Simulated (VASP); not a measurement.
Here is a VASP 6.6.1 calculation.

The input INCAR:

```
SYSTEM = Pd
  PREC = Accurate
  ENCUT = 520
  EDIFF = 1E-6
  ISMEAR = -1
  SIGMA = 0.05
  LREAL = .False.
  LASPH = .True.
  NELM = 150
  ALGO = Normal
  ISIF = 2
  LWAVE = .False.
  LCHARG = .False.
  ISPIN = 2
  MAGMOM = 0.5
  LORBIT = 11
  LMAXMIX = 4
  GGA = B5
  ALDAX = 1.0
  AGGAX = 1.0
  AGGAC = 1.0
  ALDAC = 0.0
  NBANDS = 15
```

KPOINTS

```
regular mesh
0
Gamma
  19 19 19
  0 0 0
```

File POSCAR:

```
Pd
1.0
    2.6690674600      0.0000000000      0.0000000000
    0.0000000000      2.6690674600      0.0000000000
    0.0000000000      0.0000000000      2.6690674600
Pd
1
Direct
    0.0000000000      0.0000000000      0.0000000000
```

Potentials or basis: VASP PAW PBE potentials, release 64 (Pd).

The run is started by

```bash
$ cat potpaw_PBE.64/Pd/POTCAR > POTCAR
$ mpirun -np 1 vasp_std > vasp.out
```

(1) Estimate the band gap on the k mesh.

(2) Estimate the pressure.

(3) Estimate the net moment.

## Answers

(1) zero (filled and empty bands overlap).

(2) 0.2 GPa.

(3) 0.00 μB per cell.

Caveat: the PAW data sets were made with another functional, which shifts forces and pressure a little.
